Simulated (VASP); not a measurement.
Input of a VASP 6.6.1 run:

Contents of INCAR:

```
ALGO = Normal ; EDIFF = 1E-7
ENCUT = 520 ; GGA = PE
ISIF = 2 ; ISMEAR = 0
LASPH = T ; LCHARG = F
LREAL = F ; LWAVE = F
NBANDS = 11 ; NELM = 100
PREC = Accurate ; SIGMA = 0.15
```

KPOINTS

```
k-points
0
Gamma
  14 14 14
```

Contents of POSCAR:

```
Sr
1.0
    0.0000000000      3.0423500000      2.7989620000
    3.0423500000      0.0000000000      2.7989620000
    3.0423500000      3.0423500000      0.0000000000
Sr
1
Direct
    0.0000000000      0.0000000000      0.0000000000
```

Potentials or basis: VASP PAW PBE potentials, release 64 (Sr_sv).

Run with:

```bash
$ cat potpaw_PBE.64/Sr_sv/POTCAR > POTCAR
$ mpirun -np 1 vasp_std > vasp.out
```

(1) What does it give for the pressure?

(2) Estimate the band gap on the k mesh.

Results:

(1) 0.7 GPa.

(2) zero (band 5 reaches 1.88 eV, above the bottom of band 6 at 1.75 eV).

Caveat: the cell differs from its parent crystal (strain +0.000 along x and y, -0.080 along z).
